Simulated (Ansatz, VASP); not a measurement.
Two plane-wave programs on LiF

```
CELL_PARAMETERS angstrom
0.00000 1.85288 1.85288
1.85288 0.00000 1.85288
1.85288 1.85288 0.00000
ATOMIC_POSITIONS crystal
Li 0.00000 0.00000 0.00000
F 0.50000 0.50000 0.50000
```

Change from the starting cell: strain -0.080 along x and y, -0.080 along z, atoms carried along.

Alike in both runs: task single point; functional PBE; k mesh 10 × 10 × 10; occupations gaussian, width 0.05 eV; no spin polarisation.

|  | VASP | Ansatz |
| --- | --- | --- |
| version | VASP 6.6.1 | Ansatz 0.2.0 |
| potentials or method | VASP PAW PBE potentials, release 64 (Li_sv, F), cutoff 520 eV | scalar-relativistic, plane waves, PAW |
| valence electrons in the cell | 10 | 10 |

|  | VASP | Ansatz | Ansatz less VASP |
| --- | --- | --- | --- |
| gap on the k mesh at the Fermi level (eV) | 11.70 | 11.70 | -0.001 |
| least direct gap on the mesh (eV) | 11.70 | 11.70 | -0.001 |

Noted on VASP's run: the cutoff is short for stress, so the pressure is rough.
